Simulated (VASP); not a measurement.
# CaCu2S2 (P-3m1) in VASP: settings compared

The runs below take CaCu2S2 through electric field gradients, with PBE, LDA, r2SCAN.

Program: VASP 6.6.1. These are calculated values, not measurements. Logs are shortened: lines on timing, memory, paths and dates and some standing lists are left out, and cuts for length are marked.

## 1. The cell of the first run

It takes space group P-3m1 (No. 164, trigonal). Conventional cell: a = 3.940 Å, b = 3.940 Å, c = 6.523 Å, α = 90.00°, β = 90.00°, γ = 120.00°. Ca (site symmetry -3m) has 6 S at 2.81 Å and 6 Cu at 3.35 Å within 3.7 Å. Within 3.2 Å of Cu (site symmetry 3m) lie 4 S at 2.41 Å and 3 Cu at 2.79 Å. S (site symmetry 3m) has 4 Cu at 2.41 Å and 3 Ca at 2.81 Å within 3.2 Å.

## 2. Electric field gradients, PBE

File INCAR:

```
SYSTEM = CaCu2S2
PREC     = Accurate       ! precision mode
ENCUT    = 520            ! plane-wave cutoff, eV
EDIFF    = 1E-8           ! SCF threshold, eV
ISMEAR   = -1             ! smearing method
SIGMA    = 0.02           ! smearing width, eV
LREAL    = .FALSE.        ! projectors in reciprocal space
LASPH    = .TRUE.         ! aspherical terms in the spheres
NELM     = 100            ! most SCF steps
ALGO     = Normal         ! electronic algorithm
ISIF     = 2              ! what is computed and relaxed
LWAVE    = .FALSE.        ! write WAVECAR
LCHARG   = .FALSE.        ! write CHGCAR
GGA      = PE             ! functional
LEFG     = .TRUE.       
NBANDS   = 30             ! bands
```

File KPOINTS:

```
regular mesh
0
G
  8 8 5
  0 0 0
```

File POSCAR:

```
CaCu2S2
1.0
    3.9399999606      0.0000000000      0.0000000000
   -1.9699999803      3.4121400568      0.0000000000
    0.0000000000      0.0000000000      6.5230000000
Ca Cu S
1 2 2
Direct
    0.0000000000      0.0000000000      0.0000000000
    0.3333333333      0.6666666667      0.3764900000
    0.6666666667      0.3333333333      0.6235100000
    0.3333333333      0.6666666667      0.7463000000
    0.6666666667      0.3333333333      0.2537000000
```

Potentials or basis: VASP PAW PBE potentials, release 64 (Ca_sv, Cu, S).

Started as:

```sh
cat potpaw_PBE.64/Ca_sv/POTCAR potpaw_PBE.64/Cu/POTCAR potpaw_PBE.64/S/POTCAR > POTCAR
mpirun -np 1 vasp_std > vasp.out
```

OUTCAR:

```text
SYSTEM = CaCu2S2
   PREC = Accurate
   ENCUT = 520
   EDIFF = 1E-8
   ISMEAR = -1
   LREAL = .FALSE.
   LASPH = .TRUE.
   NELM = 100
   ISIF = 2
   GGA = PE

 ion  position               nearest neighbor table
   1  0.000  0.000  0.000-   4 2.81   5 2.81   5 2.81   4 2.81   5 2.81   4 2.81
   2  0.333  0.667  0.376-   5 2.41   5 2.41   5 2.41   4 2.41   3 2.79   3 2.79   3 2.79
   3  0.667  0.333  0.624-   4 2.41   4 2.41   4 2.41   5 2.41   2 2.79   2 2.79   2 2.79
   4  0.333  0.667  0.746-   3 2.41   3 2.41   3 2.41   2 2.41   1 2.81   1 2.81   1 2.81
   5  0.667  0.333  0.254-   2 2.41   2 2.41   2 2.41   3 2.41   1 2.81   1 2.81   1 2.81

  LATTYP: Found a hexagonal cell.
 ALAT       =     3.9399999606
 C/A-ratio  =     1.6555837729

  Lattice vectors:

 A1 = (   3.9399999606,   0.0000000000,   0.0000000000)
 A2 = (  -1.9699999803,   3.4121400568,   0.0000000000)
 A3 = (   0.0000000000,   0.0000000000,   6.5230000000)

Analysis of symmetry for initial positions (statically):
=====================================================================
 Subroutine PRICEL returns:
 Original cell was already a primitive cell.

 Routine SETGRP: Setting up the symmetry group for a
 hexagonal supercell.

 Subroutine GETGRP returns: Found 12 space group operations
 (whereof 12 operations were pure point group operations)
 out of a pool of 24 trial point group operations.

The static configuration has the point symmetry D_3d.

Analysis of symmetry for dynamics (positions and initial velocities):
=====================================================================
 Subroutine PRICEL returns:
 Original cell was already a primitive cell.

 Routine SETGRP: Setting up the symmetry group for a
 hexagonal supercell.

 Subroutine GETGRP returns: Found 12 space group operations
 (whereof 12 operations were pure point group operations)
 out of a pool of 24 trial point group operations.

The dynamic configuration has the point symmetry D_3d.

 Subroutine INISYM returns: Found 12 space group operations
 (whereof 12 operations are pure point group operations),
 and found     1 'primitive' translations

----------------------------------------------------------------------------------------

                                     Primitive cell

  volume of cell :      87.6941

  direct lattice vectors                    reciprocal lattice vectors
     3.939999961  0.000000000  0.000000000     0.253807109  0.146535603  0.000000000
    -1.969999980  3.412140057  0.000000000     0.000000000  0.293071206  0.000000000
     0.000000000  0.000000000  6.523000000     0.000000000  0.000000000  0.153303695

  length of vectors
     3.939999961  3.939999961  6.523000000     0.293071206  0.293071206  0.153303695

  position of ions in fractional coordinates (direct lattice)
     0.000000000  0.000000000  0.000000000
     0.333333333  0.666666667  0.376490000
     0.666666667  0.333333333  0.623510000
     0.333333333  0.666666667  0.746300000
     0.666666667  0.333333333  0.253700000

  ion indices of the primitive-cell ions
   primitive index   ion index
                 1           1
                 2           2
                 3           3
                 4           4
                 5           5

----------------------------------------------------------------------------------------

 KPOINTS: regular mesh

Automatic generation of k-mesh.
 Grid dimensions read from file:
 generate k-points for:    8    8    5

 Generating k-lattice:

  Cartesian coordinates                     Fractional coordinates (reciprocal lattice)
     0.031725889  0.018316950  0.000000000     0.125000000  0.000000000  0.000000000
     0.000000000  0.036633901  0.000000000     0.000000000  0.125000000  0.000000000
     0.000000000  0.000000000  0.030660739     0.000000000  0.000000000  0.200000000

  Length of vectors
     0.036633901  0.036633901  0.030660739

  Shift w.r.t. Gamma in fractional coordinates (k-lattice)
     0.000000000  0.000000000  0.000000000

 Subroutine IBZKPT returns following result:
 ===========================================

 Found     40 irreducible k-points:

 Following reciprocal coordinates:
            Coordinates               Weight
  0.000000  0.000000  0.000000      1.000000
  0.125000  0.000000  0.000000      6.000000
  0.250000  0.000000  0.000000      6.000000
  0.375000  0.000000  0.000000      6.000000
  0.500000  0.000000  0.000000      3.000000
  0.125000  0.125000  0.000000      6.000000
[... 16 lines left out ...]
 -0.125000  0.500000  0.200000     12.000000
  0.250000  0.250000  0.200000     12.000000
 [... further k-points ...]
   k-points           NKPTS =     40   k-points in BZ     NKDIM =     40   number of bands    NBANDS=     30
   number of dos      NEDOS =    301   number of ions     NIONS =      5
   total plane-waves  NPLWV =  45000
   dimension x,y,z NGX =    30 NGY =   30 NGZ =   50
   dimension x,y,z NGXF=    60 NGYF=   60 NGZF=  100
   ions per type =               1   2   2
   NGX,Y,Z   is equivalent  to a cutoff of  12.66, 12.66, 12.74 a.u.
   NGXF,Y,Z  is equivalent  to a cutoff of  25.32, 25.32, 25.49 a.u.
 SYSTEM =  CaCu2S2
   PREC   = accura    normal or accurate (medium, high low for compatibility)
   ISTART =      0    job   : 0-new  1-cont  2-samecut
   ICHARG =      2    charge: 1-file 2-atom 10-const
   ISPIN  =      1    spin polarized calculation?
   LNONCOLLINEAR =      F non collinear calculations
   LSORBIT =      F    spin-orbit coupling
   LASPH  =      T    aspherical Exc in radial PAW
   ENCUT  =  520.0 eV  38.22 Ry    6.18 a.u.   7.33  7.33 12.13*2*pi/ulx,y,z
   NELM   =    100;   NELMIN=  2; NELMDL= -5     # of ELM steps
   EDIFF  = 0.1E-07   stopping-criterion for ELM
   LREAL  =      F    real-space projection
   EDIFFG = 0.1E-06   stopping-criterion for IOM
   NSW    =      0    number of steps for IOM
   IBRION =     -1    ionic relax: 0-MD 1-quasi-New 2-CG
   NFREE  =      0    steps in history (QN), initial steepest desc. (CG)
   ISIF   =      2    stress and relaxation
   ISYM   =      2    0-nonsym 1-usesym 2-fastsym
   POTIM  = 0.5000    time-step for ionic-motion
   TEBEG  =    0.0;   TEEND  =   0.0 temperature during run
   PSTRESS=    0.0 pullay stress
   NELECT =      44.0000    total number of electrons
   NUPDOWN=      -1.0000    fix difference up-down
   EMIN   =  10.00;   EMAX   =-10.00  energy-range for DOS
   EFERMI =   0.00;   METHOD = LEGACY
   ISMEAR =    -1;   SIGMA  =   0.02  broadening in eV -4-tet -1-fermi 0-gaus
   EFERMI_NEDOS =   21; number of points for ismear=-14 and -15
   IALGO  =     38    algorithm
   IMIX   =      4    mixing-type and parameters
     AMIX     =   0.40;   BMIX     =  1.00
     AMIX_MAG =   1.60;   BMIX_MAG =  1.00
  volume/ion in A,a.u.               =      17.54       118.36
  Fermi-wavevector in a.u.,A,eV,Ry     =   1.300875  2.458297 23.024810  1.692276
  Thomas-Fermi vector in A             =   2.432045
   LORBIT       =      0    0 simple, 1 ext, 2 COOP (PROOUT), +10 PAW based schemes
   GGA     = PE    functional components
   LHFCALC =     F    Hartree Fock is set to
   AEXX    =    0.0000 exact exchange contribution
   IVDW    =     0    specifies the selected vdW correction
   LEPSILON=     F    determine dielectric tensor
   LRPA    =     F    only Hartree local field effects (RPA)
 non-spin polarized calculation
  energy-cutoff  :      520.00
  volume of cell :       87.69
 maximum number of plane-waves:      2394
 NGX is ok and might be reduce to    30
   NGX = 15   NGY = 15   NGZ = 25

 number of electron      43.9999978 magnetization

 Free energy of the ion-electron system (eV)
  ---------------------------------------------------
  ext. energy  EPLUGINS =         0.00000000
  ---------------------------------------------------
  free energy    TOTEN  =       -22.32137387 eV

  energy without entropy =      -22.32137387  energy(sigma->0) =      -22.32137387

 E-fermi :   6.0299     XC(G=0): -10.4167

 val. band max:        5.5210791483   @ k =   0.0000   0.0000   0.0000
 cond. band min:       6.6212049525   @ k =   0.0000   0.0000   0.0000
 fundamental gap:      1.1001258042
 Fermi energy:         6.0298753862

 k-point     1 :       0.0000    0.0000    0.0000
  band No.  band energies     occupation
      1     -35.0143      2.00000
      2     -16.1289      2.00000
      3     -16.0175      2.00000
      4     -16.0175      2.00000
      5      -8.3917      2.00000
      6      -7.4947      2.00000
[... 22 lines left out ...]
     29       9.6065      0.00000
     30      11.6779      0.00000

 k-point     2 :       0.1250    0.0000    0.0000
  band No.  band energies     occupation
      1     -35.0127      2.00000
      2     -16.1219      2.00000
      3     -16.0411      2.00000
      4     -16.0222      2.00000
      5      -8.2893      2.00000
      6      -7.4741      2.00000
[... 22 lines left out ...]
     29       9.6851      0.00000
     30      11.4323      0.00000

 k-point     3 :       0.2500    0.0000    0.0000
  band No.  band energies     occupation
      1     -35.0090      2.00000
      2     -16.1070      2.00000
      3     -16.0950      2.00000
      4     -16.0334      2.00000
      5      -8.0228      2.00000
      6      -7.4280      2.00000
[... 682 lines left out ...]
     29      11.0829      0.00000
     30      11.2950      0.00000

 k-point    24 :       0.2500    0.2500    0.2000
  band No.  band energies     occupation
      1     -35.0038      2.00000
      2     -16.1435      2.00000
      3     -16.0854      2.00000
      4     -16.0761      2.00000
      5      -7.5742      2.00000
      6      -7.3857      2.00000
[... 22 lines left out ...]
     29      11.4840      0.00000
     30      11.7802      0.00000

 [... further k-points ...]

------------------------ aborting loop because EDIFF is reached ----------------------------------------

  FORCE on cell =-STRESS in cart. coord.  units (eV):
  Direction    XX          YY          ZZ          XY          YZ          ZX
  --------------------------------------------------------------------------------------
  -------------------------------------------------------------------------------------
  Total       -0.3172844     -0.3172844     -0.2011398      0.0000000      0.0000000      0.0000000
  in kB       -5.7968079     -5.7968079     -3.6748379      0.0000000      0.0000000      0.0000000
  external PRESSURE =      -5.0894845 kB  Pullay stress =       0.0000000 kB

 VOLUME and BASIS-vectors are now :
 -----------------------------------------------------------------------------
  energy-cutoff  :      520.00
  volume of cell :       87.69
      direct lattice vectors                 reciprocal lattice vectors
     3.939999961  0.000000000  0.000000000     0.253807109  0.146535603  0.000000000
    -1.969999980  3.412140057  0.000000000     0.000000000  0.293071206  0.000000000
     0.000000000  0.000000000  6.523000000     0.000000000  0.000000000  0.153303695

 POSITION                                       TOTAL-FORCE (eV/Angst)
 -----------------------------------------------------------------------------------
      0.00000      0.00000      0.00000         0.000000     -0.000000      0.000000
     -0.00000      2.27476      2.45584         0.000000     -0.000000     -0.003338
      1.97000      1.13738      4.06716        -0.000000      0.000000      0.003338
     -0.00000      2.27476      4.86811         0.000000     -0.000000     -0.259794
      1.97000      1.13738      1.65489         0.000000     -0.000000      0.259794
 -----------------------------------------------------------------------------------
    total drift:                                0.000000      0.000000      0.000000

  FREE ENERGIE OF THE ION-ELECTRON SYSTEM (eV)
  ---------------------------------------------------
  free  energy   TOTEN  =       -22.3213738703 eV

  energy  without entropy=      -22.3213738703  energy(sigma->0) =      -22.32137387

 Electric field gradients (V/A^2)
---------------------------------------------------------------------
 ion       V_xx      V_yy      V_zz      V_xy      V_xz      V_yz
---------------------------------------------------------------------
   1       0.561     0.561    -1.121    -0.000     0.000    -0.000
   2      -3.407    -3.413     6.820    -0.005    -0.000     0.000
   3      -3.407    -3.413     6.820    -0.005    -0.000     0.000
   4      -0.691    -0.691     1.382     0.001     0.000    -0.000
   5      -0.691    -0.691     1.382     0.001     0.000    -0.000
---------------------------------------------------------------------

 Electric field gradients after diagonalization (V/A^2)
 (convention: |V_zz| > |V_xx| > |V_yy|)
----------------------------------------------------------------------
 ion       V_xx      V_yy      V_zz     asymmetry (V_yy - V_xx)/ V_zz
----------------------------------------------------------------------
   1       0.561     0.561    -1.121       0.000
   2      -3.416    -3.403     6.820       0.002
   3      -3.416    -3.403     6.820       0.002
   4      -0.692    -0.690     1.382       0.001
   5      -0.692    -0.690     1.382       0.001
----------------------------------------------------------------------

           NMR quadrupolar parameters

 Cq : quadrupolar parameter    Cq=e*Q*V_zz/h
 eta: asymmetry parameters     (V_yy - V_xx)/ V_zz
 Q  : nuclear electric quadrupole moment in mb (millibarn)
----------------------------------------------------------------------
 ion       Cq(MHz)       eta       Q (mb)
----------------------------------------------------------------------
   1      -0.003       0.000       1.000
   2       0.016       0.002       1.000
   3       0.016       0.002       1.000
   4       0.003       0.001       1.000
   5       0.003       0.001       1.000
----------------------------------------------------------------------
```

Wall time 2.5 min (1 thread of Intel Xeon Platinum 8259CL at 2.50GHz (Skylake/Cascade Lake), shared host); peak memory 0.26 GiB.

What came out:

| Quantity | Value |
| --- | --- |
| Free energy | -22.3214 eV |
| Pressure | -0.5 GPa |
| Largest force | 0.260 eV/Å |
| Band gap on the k mesh | 1.10 eV |
| Largest electric field gradient by atom | Ca -1.1; Cu +6.8; S +1.4 V/Å² |

Forces on the atoms (eV/Å):
```
Ca   0.000  0.000  0.000
Cu   0.000  0.000 -0.003
Cu   0.000  0.000  0.003
S    0.000  0.000 -0.260
S    0.000  0.000  0.260
```

Stress tensor (GPa, compression positive):
```
-0.58  0.00  0.00
 0.00 -0.58  0.00
 0.00  0.00 -0.37
```

Electric field gradients, principal values (V/Å²):
```csv
atom,least,middle,greatest (by size)
1 Ca,0.561,0.561,-1.121
2 Cu,-3.403,-3.416,6.820
3 Cu,-3.403,-3.416,6.820
4 S,-0.690,-0.692,1.382
5 S,-0.690,-0.692,1.382
```

Caveat: without QUAD_EFG the Cq values of the log hold for a quadrupole moment of 1 mb, not for the nuclei.

[end of part 1 of 2]
